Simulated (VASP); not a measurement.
A run of VASP 6.6.1 is set up as follows.

The input INCAR:

```
PREC = Accurate
ENCUT = 520
EDIFF = 1E-7
ISMEAR = -1
SIGMA = 0.05
LREAL = False
LASPH = True
NELM = 100
ALGO = Normal
ISIF = 2
LWAVE = False
LCHARG = False
GGA = PS
NBANDS = 11
```

KPOINTS

```
regular mesh
0
Gamma
  13 13 13
```

The input POSCAR:

```
C
1.0
    0.0000000000      1.7769074974      1.7769074974
    1.7769074974      0.0000000000      1.7769074974
    1.7769074974      1.7769074974      0.0000000000
C
2
Direct
    0.7500000000      0.7500000000      0.7500000000
    0.5000000000      0.5000000000      0.5000000000
```

Potentials or basis: VASP PAW PBE potentials, release 64 (C).

Command:

```sh
$ cat potpaw_PBE.64/C/POTCAR > POTCAR
$ mpirun -np 1 vasp_std > vasp.out
```

Problem. What does it give for the band gap on the k mesh?

Solution. 4.04 eV, indirect (least direct gap 5.57 eV).

Problem. What does it give for the pressure?

Solution. 1.1 GPa.

Caveat: the PAW data sets were made with another functional, which shifts forces and pressure a little. Expect the measured gap to be larger: semilocal functionals such as PBEsol lack the derivative discontinuity.
